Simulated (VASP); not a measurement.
A run of VASP 6.6.1 is set up as follows.

Contents of POSCAR:

```
Ca
1.0
    2.6150000000      0.0000000000      0.0000000000
    0.0000000000      2.6150000000      0.0000000000
    0.0000000000      0.0000000000      2.6150000000
Ca
1
Direct
    0.0000000000      0.0000000000      0.0000000000
```

File INCAR.step1:

```
ALGO = Normal
EDIFF = 1E-4
ENCUT = 520
GGA = PE
ISMEAR = 0
LASPH = T
LCHARG = F
LREAL = F
LWAVE = T
NBANDS = 11
NELM = 100
PREC = Accurate
SIGMA = 0.1
```

INCAR.step2

```
ALGO = Normal
EDIFF = 1E-7
ENCUT = 520
ISIF = 2
ISMEAR = 0
ISTART = 1
LASPH = T
LCHARG = T
LELF = T
LMIXTAU = T
LREAL = F
LVHAR = T
LWAVE = F
METAGGA = R2SCAN
NBANDS = 11
NELM = 100
PREC = Accurate
SIGMA = 0.1
```

File KPOINTS:

```
k-points
0
Gamma
  8 8 8
```

Potentials or basis: VASP PAW PBE potentials, release 64 (Ca_sv).

Launch:

```bash
$ cat potpaw_PBE.64/Ca_sv/POTCAR > POTCAR
$ cp INCAR.step1 INCAR
$ mpirun -np 1 vasp_std > vasp.out
$ cp INCAR.step2 INCAR
$ mpirun -np 1 vasp_std > vasp.out
```

(1) Predict the band gap on the k mesh.

(2) Estimate the pressure.

## Answers

(1) zero (band 5 reaches 7.08 eV, above the bottom of band 6 at 6.08 eV).

(2) 42.0 GPa.

Caveat: the PAW data sets were made with another functional, which shifts forces and pressure a little.
